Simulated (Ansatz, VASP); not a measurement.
## Si4B: VASP beside Ansatz

```xyz
5
Lattice="-3.2528 3.2528 1.5268 3.2528 -3.2528 1.5268 3.2528 3.2528 -1.5268" Properties=species:S:1:pos:R:3 pbc="T T T"
Si    1.5345    3.2550    0.0000
Si    3.2506    1.5345    0.0000
Si    1.7183   -0.0022    1.5268
Si    0.0022    1.7183    1.5268
B     0.0000    0.0000    0.0000
```

Change from the starting cell: species swapped into the ScAg4 type (I4/m, No. 87).

Alike in both runs: functional PBE; k mesh 5 × 5 × 5; occupations gaussian, width 0.2 eV; no spin polarisation.

Ansatz relaxed the structure, and its values are those at the end. VASP's run is a single point on that final structure, the one shown.

|  | VASP | Ansatz |
| --- | --- | --- |
| version | VASP 6.6.1 | Ansatz 0.2.0 |
| potentials or method | VASP PAW PBE potentials, release 64 (Si, B), cutoff 500 eV | scalar-relativistic, plane waves, PAW |
| valence electrons in the cell | 19 | 19 |

```tsv
	VASP	Ansatz	Ansatz less VASP
gap on the k mesh at the Fermi level (eV)	none	none	-
pressure (GPa)	0.1	0.1	+0.06
rms of the force components (eV/Å)	0.004	0.002	-0.0022
```

A gap of «none» marks a metal or a gap that the smearing closes.

The k mesh is coarse, so the values compare programs but aren't converged.
